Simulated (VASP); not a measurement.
# Sn4Se3S (P4/mmm) in VASP: single point with PBEsol

Aim: the single point of Sn4Se3S with PBEsol.

All numbers are computed with VASP 6.6.1; they aren't measurements. Logs are shortened: lines on timing, memory, paths and dates and some standing lists are left out, and cuts for length are marked.

### 1 The cell of the first run

It takes space group P4/mmm (No. 123, tetragonal). Conventional cell: a = 4.251 Å, b = 4.251 Å, c = 12.021 Å, α = 90.00°, β = 90.00°, γ = 90.00°. Within 3.9 Å of Sn (site symmetry 4mm) lie 1 S at 2.94 Å and 5 Se at 3.01 to 3.07 Å. Within 3.9 Å of Sn (site symmetry 4/mmm) lie 2 Se at 2.99 Å and 4 S at 3.01 Å. Sn (site symmetry 4/mmm) has 6 Se at 3.01 to 3.02 Å within 4.0 Å. Se (site symmetry 4mm) has 6 Sn at 2.99 to 3.02 Å within 3.9 Å. Within 4.0 Å of Se (site symmetry 4/mmm) lie 6 Sn at 3.01 to 3.07 Å. S (site symmetry 4/mmm) has 6 Sn at 2.94 to 3.01 Å within 3.9 Å.

### 2 Single point, PBEsol

The input, INCAR:

```
SYSTEM = Sn4Se3S
PREC     = Accurate       ! precision mode
ENCUT    = 520            ! plane-wave cutoff, eV
EDIFF    = 1E-6           ! SCF threshold, eV
ISMEAR   = 0              ! smearing method
SIGMA    = 0.02           ! smearing width, eV
LREAL    = .False.        ! projectors in reciprocal space
LASPH    = .True.         ! aspherical terms in the spheres
NELM     = 60             ! most SCF steps
ALGO     = Normal         ! electronic algorithm
ISIF     = 2              ! what is computed and relaxed
LWAVE    = .False.        ! write WAVECAR
LCHARG   = .True.         ! write CHGCAR
GGA      = PS             ! functional
LELF     = .True.         ! ELF
LVHAR    = .True.       
NBANDS   = 50             ! bands
```

The input, KPOINTS:

```
regular mesh
0
Gamma
  8 8 4
  0 0 0
```

The input, POSCAR:

```
Sn4Se3S
1.0
    4.2512992000      0.0000000000      0.0000000000
    0.0000000000      4.2512992000      0.0000000000
    0.0000000000      0.0000000000     12.0214836000
Sn Se S
4 3 1
Direct
    0.0000000000      0.0000000000      0.7556510000
    0.5000000000      0.5000000000      0.0000000000
    0.0000000000      0.0000000000      0.2443490000
    0.5000000000      0.5000000000      0.5000000000
    0.5000000000      0.5000000000      0.2487760000
    0.0000000000      0.0000000000      0.5000000000
    0.5000000000      0.5000000000      0.7512240000
    0.0000000000      0.0000000000      0.0000000000
```

Potentials or basis: VASP PAW PBE potentials, release 64 (Sn_d, Se, S).

Run with:

```bash
$ cat potpaw_PBE.64/Sn_d/POTCAR potpaw_PBE.64/Se/POTCAR potpaw_PBE.64/S/POTCAR > POTCAR
$ mpirun -np 1 vasp_std > vasp.out
```

OUTCAR:

```text
SYSTEM = Sn4Se3S
   PREC = Accurate
   ENCUT = 520
   EDIFF = 1E-6
   ISMEAR = 0
   LREAL = .False.
   LASPH = .True.
   NELM = 60
   ISIF = 2
   GGA = PS

 ion  position               nearest neighbor table
   1  0.000  0.000  0.756-   8 2.94   7 3.01   7 3.01   7 3.01   7 3.01   6 3.07
   2  0.500  0.500  0.000-   5 2.99   7 2.99   8 3.01   8 3.01   8 3.01   8 3.01
   3  0.000  0.000  0.244-   8 2.94   5 3.01   5 3.01   5 3.01   5 3.01   6 3.07
   4  0.500  0.500  0.500-   6 3.01   6 3.01   6 3.01   6 3.01   7 3.02   5 3.02
   5  0.500  0.500  0.249-   2 2.99   3 3.01   3 3.01   3 3.01   3 3.01   4 3.02
   6  0.000  0.000  0.500-   4 3.01   4 3.01   4 3.01   4 3.01   1 3.07   3 3.07
   7  0.500  0.500  0.751-   2 2.99   1 3.01   1 3.01   1 3.01   1 3.01   4 3.02
   8  0.000  0.000  0.000-   1 2.94   3 2.94   2 3.01   2 3.01   2 3.01   2 3.01

  LATTYP: Found a simple tetragonal cell.
 ALAT       =     4.2512992000
 C/A-ratio  =     2.8277199591

  Lattice vectors:

 A1 = (   4.2512992000,   0.0000000000,   0.0000000000)
 A2 = (   0.0000000000,   4.2512992000,   0.0000000000)
 A3 = (   0.0000000000,   0.0000000000,  12.0214836000)

Analysis of symmetry for initial positions (statically):
=====================================================================
 Subroutine PRICEL returns:
 Original cell was already a primitive cell.

 Routine SETGRP: Setting up the symmetry group for a
 simple tetragonal supercell.

 Subroutine GETGRP returns: Found 16 space group operations
 (whereof 16 operations were pure point group operations)
 out of a pool of 16 trial point group operations.

The static configuration has the point symmetry D_4h.

Analysis of symmetry for dynamics (positions and initial velocities):
=====================================================================
 Subroutine PRICEL returns:
 Original cell was already a primitive cell.

 Routine SETGRP: Setting up the symmetry group for a
 simple tetragonal supercell.

 Subroutine GETGRP returns: Found 16 space group operations
 (whereof 16 operations were pure point group operations)
 out of a pool of 16 trial point group operations.

The dynamic configuration has the point symmetry D_4h.

 Subroutine INISYM returns: Found 16 space group operations
 (whereof 16 operations are pure point group operations),
 and found     1 'primitive' translations

----------------------------------------------------------------------------------------

                                     Primitive cell

  volume of cell :     217.2708

  direct lattice vectors                    reciprocal lattice vectors
     4.251299200  0.000000000  0.000000000     0.235222212  0.000000000  0.000000000
     0.000000000  4.251299200  0.000000000     0.000000000  0.235222212  0.000000000
     0.000000000  0.000000000 12.021483600     0.000000000  0.000000000  0.083184408

  length of vectors
     4.251299200  4.251299200 12.021483600     0.235222212  0.235222212  0.083184408

  position of ions in fractional coordinates (direct lattice)
     0.000000000  0.000000000  0.755651000
     0.500000000  0.500000000  0.000000000
     0.000000000  0.000000000  0.244349000
     0.500000000  0.500000000  0.500000000
     0.500000000  0.500000000  0.248776000
     0.000000000  0.000000000  0.500000000
     0.500000000  0.500000000  0.751224000
     0.000000000  0.000000000  0.000000000

  ion indices of the primitive-cell ions
   primitive index   ion index
                 1           1
                 2           2
                 3           3
                 4           4
                 5           5
                 6           6
                 7           7
                 8           8

----------------------------------------------------------------------------------------

 KPOINTS: regular mesh

Automatic generation of k-mesh.
 Grid dimensions read from file:
 generate k-points for:    8    8    4

 Generating k-lattice:

  Cartesian coordinates                     Fractional coordinates (reciprocal lattice)
     0.029402776  0.000000000  0.000000000     0.125000000  0.000000000  0.000000000
     0.000000000  0.029402776  0.000000000     0.000000000  0.125000000  0.000000000
     0.000000000  0.000000000  0.020796102     0.000000000  0.000000000  0.250000000

  Length of vectors
     0.029402776  0.029402776  0.020796102

  Shift w.r.t. Gamma in fractional coordinates (k-lattice)
     0.000000000  0.000000000  0.000000000

 Subroutine IBZKPT returns following result:
 ===========================================

 Found     45 irreducible k-points:

 Following reciprocal coordinates:
            Coordinates               Weight
  0.000000  0.000000  0.000000      1.000000
  0.125000  0.000000  0.000000      4.000000
  0.250000  0.000000  0.000000      4.000000
  0.375000  0.000000  0.000000      4.000000
  0.500000  0.000000  0.000000      2.000000
  0.125000  0.125000  0.000000      4.000000
[... 16 lines left out ...]
  0.375000  0.125000  0.250000     16.000000
  0.500000  0.125000  0.250000      8.000000
 [... further k-points ...]
   k-points           NKPTS =     45   k-points in BZ     NKDIM =     45   number of bands    NBANDS=     50
   number of dos      NEDOS =    301   number of ions     NIONS =      8
   total plane-waves  NPLWV =  92160
   dimension x,y,z NGX =    32 NGY =   32 NGZ =   90
   dimension x,y,z NGXF=    64 NGYF=   64 NGZF=  180
   ions per type =               4   3   1
   NGX,Y,Z   is equivalent  to a cutoff of  12.51, 12.51, 12.45 a.u.
   NGXF,Y,Z  is equivalent  to a cutoff of  25.03, 25.03, 24.89 a.u.
 SYSTEM =  Sn4Se3S
   PREC   = accura    normal or accurate (medium, high low for compatibility)
   ISTART =      0    job   : 0-new  1-cont  2-samecut
   ICHARG =      2    charge: 1-file 2-atom 10-const
   ISPIN  =      1    spin polarized calculation?
   LNONCOLLINEAR =      F non collinear calculations
   LSORBIT =      F    spin-orbit coupling
   LASPH  =      T    aspherical Exc in radial PAW
   ENCUT  =  520.0 eV  38.22 Ry    6.18 a.u.   7.90  7.90 22.35*2*pi/ulx,y,z
   NELM   =     60;   NELMIN=  2; NELMDL= -5     # of ELM steps
   EDIFF  = 0.1E-05   stopping-criterion for ELM
   LREAL  =      F    real-space projection
[... 7 lines left out ...]
   TEBEG  =    0.0;   TEEND  =   0.0 temperature during run
   PSTRESS=    0.0 pullay stress
   NELECT =      80.0000    total number of electrons
   NUPDOWN=      -1.0000    fix difference up-down
   EMIN   =  10.00;   EMAX   =-10.00  energy-range for DOS
   EFERMI =   0.00;   METHOD = LEGACY
   ISMEAR =     0;   SIGMA  =   0.02  broadening in eV -4-tet -1-fermi 0-gaus
   EFERMI_NEDOS =   21; number of points for ismear=-14 and -15
   IALGO  =     38    algorithm
   IMIX   =      4    mixing-type and parameters
     AMIX     =   0.40;   BMIX     =  1.00
     AMIX_MAG =   1.60;   BMIX_MAG =  1.00
  volume/ion in A,a.u.               =      27.16       183.28
  Fermi-wavevector in a.u.,A,eV,Ry     =   1.173377  2.217362 18.732696  1.376814
  Thomas-Fermi vector in A             =   2.309791
   LORBIT       =      0    0 simple, 1 ext, 2 COOP (PROOUT), +10 PAW based schemes
   GGA     = PS    functional components
   LHFCALC =     F    Hartree Fock is set to
   AEXX    =    0.0000 exact exchange contribution
   IVDW    =     0    specifies the selected vdW correction
   LEPSILON=     F    determine dielectric tensor
   LRPA    =     F    only Hartree local field effects (RPA)
 non-spin polarized calculation
 Gauss-broadening in eV      SIGMA  =   0.02
  energy-cutoff  :      520.00
  volume of cell :      217.27
 maximum number of plane-waves:      5890
 NGX is ok and might be reduce to    32
   NGX = 15   NGY = 15   NGZ = 45

 number of electron      80.0000059 magnetization

 Free energy of the ion-electron system (eV)
  ---------------------------------------------------
  ext. energy  EPLUGINS =         0.00000000
  ---------------------------------------------------
  free energy    TOTEN  =       -36.28120538 eV

  energy without entropy =      -36.28120504  energy(sigma->0) =      -36.28120521

 E-fermi :   5.5666     XC(G=0):  -9.7269

 val. band max:        5.5139997799   @ k =   0.5000   0.0000   0.2500
 cond. band min:       5.6192912727   @ k =   0.5000   0.0000   0.2500
 fundamental gap:      0.1052914928
 Fermi energy:         5.5666455122

 k-point     1 :       0.0000    0.0000    0.0000
  band No.  band energies     occupation
      1     -16.1663      2.00000
      2     -16.1596      2.00000
      3     -16.1503      2.00000
      4     -16.1448      2.00000
      5     -16.1448      2.00000
      6     -16.0795      2.00000
[... 42 lines left out ...]
     49       9.8454      0.00000
     50       9.8587      0.00000

 k-point     2 :       0.1250    0.0000    0.0000
  band No.  band energies     occupation
      1     -16.1649      2.00000
      2     -16.1583      2.00000
      3     -16.1513      2.00000
      4     -16.1453      2.00000
      5     -16.1447      2.00000
      6     -16.0785      2.00000
[... 42 lines left out ...]
     49       9.2798      0.00000
     50       9.5710      0.00000

 k-point     3 :       0.2500    0.0000    0.0000
  band No.  band energies     occupation
      1     -16.1626      2.00000
      2     -16.1543      2.00000
      3     -16.1537      2.00000
      4     -16.1465      2.00000
      5     -16.1446      2.00000
      6     -16.0767      2.00000
[... 42 lines left out ...]
     49       8.5815      0.00000
     50       8.9857      0.00000

 k-point     4 :       0.3750    0.0000    0.0000
  band No.  band energies     occupation
      1     -16.1611      2.00000
      2     -16.1561      2.00000
      3     -16.1495      2.00000
      4     -16.1477      2.00000
      5     -16.1444      2.00000
      6     -16.0755      2.00000
[... 999 lines left out ...]
 k-point    23 :       0.3750    0.1250    0.2500
  band No.  band energies     occupation
      1     -16.1591      2.00000
      2     -16.1578      2.00000
      3     -16.1495      2.00000
      4     -16.1478      2.00000
      5     -16.1451      2.00000
      6     -16.0739      2.00000
[... 42 lines left out ...]
     49       8.7673      0.00000
     50       9.0178      0.00000

 k-point    24 :       0.5000    0.1250    0.2500
  band No.  band energies     occupation
      1     -16.1590      2.00000
      2     -16.1586      2.00000
      3     -16.1483      2.00000
      4     -16.1475      2.00000
      5     -16.1450      2.00000
      6     -16.0744      2.00000
[... 42 lines left out ...]
     49       8.2316      0.00000
     50       8.2920      0.00000

 [... further k-points ...]

------------------------ aborting loop because EDIFF is reached ----------------------------------------

  FORCE on cell =-STRESS in cart. coord.  units (eV):
  Direction    XX          YY          ZZ          XY          YZ          ZX
  --------------------------------------------------------------------------------------
  -------------------------------------------------------------------------------------
  Total       -3.7987218     -3.7987218     -3.8349237      0.0000000      0.0000000     -0.0000000
  in kB      -28.0121642    -28.0121642    -28.2791204      0.0000000      0.0000000     -0.0000000
  external PRESSURE =     -28.1011496 kB  Pullay stress =       0.0000000 kB

 VOLUME and BASIS-vectors are now :
 -----------------------------------------------------------------------------
  energy-cutoff  :      520.00
  volume of cell :      217.27
      direct lattice vectors                 reciprocal lattice vectors
     4.251299200  0.000000000  0.000000000     0.235222212  0.000000000  0.000000000
     0.000000000  4.251299200  0.000000000     0.000000000  0.235222212  0.000000000
     0.000000000  0.000000000 12.021483600     0.000000000  0.000000000  0.083184408

 POSITION                                       TOTAL-FORCE (eV/Angst)
 -----------------------------------------------------------------------------------
      0.00000      0.00000      9.08405         0.000000     -0.000000      0.007903
      2.12565      2.12565      0.00000        -0.000000     -0.000000      0.000000
      0.00000      0.00000      2.93744        -0.000000     -0.000000     -0.007903
      2.12565      2.12565      6.01074        -0.000000     -0.000000      0.000000
      2.12565      2.12565      2.99066        -0.000000     -0.000000     -0.011629
      0.00000      0.00000      6.01074        -0.000000     -0.000000      0.000000
      2.12565      2.12565      9.03083         0.000000      0.000000      0.011629
      0.00000      0.00000      0.00000        -0.000000     -0.000000      0.000000
 -----------------------------------------------------------------------------------
    total drift:                                0.000000     -0.000000     -0.000000

  FREE ENERGIE OF THE ION-ELECTRON SYSTEM (eV)
  ---------------------------------------------------
  free  energy   TOTEN  =       -36.2812053833 eV

  energy  without entropy=      -36.2812050380  energy(sigma->0) =      -36.28120521
```

It took 7.8 min on 1 thread of Intel Xeon Platinum 8259CL at 2.50GHz (Skylake/Cascade Lake), shared host; peak memory 0.53 GiB.

Results:

```
Free energy            : -36.2812 eV
Pressure               : -2.8 GPa
Largest force          : 0.012 eV/Å
Band gap on the k mesh : 0.11 eV
```

Forces in eV/Å, atoms in the order of the input:
```
Sn   0.000  0.000  0.008
Sn   0.000  0.000  0.000
Sn   0.000  0.000 -0.008
Sn   0.000  0.000  0.000
Se   0.000  0.000 -0.012
Se   0.000  0.000  0.000
Se   0.000  0.000  0.012
S    0.000  0.000  0.000
```

Caveat: the PAW data sets were made with another functional, which shifts forces and pressure a little; spin-orbit coupling is left out, which moves the levels of the heavy elements.
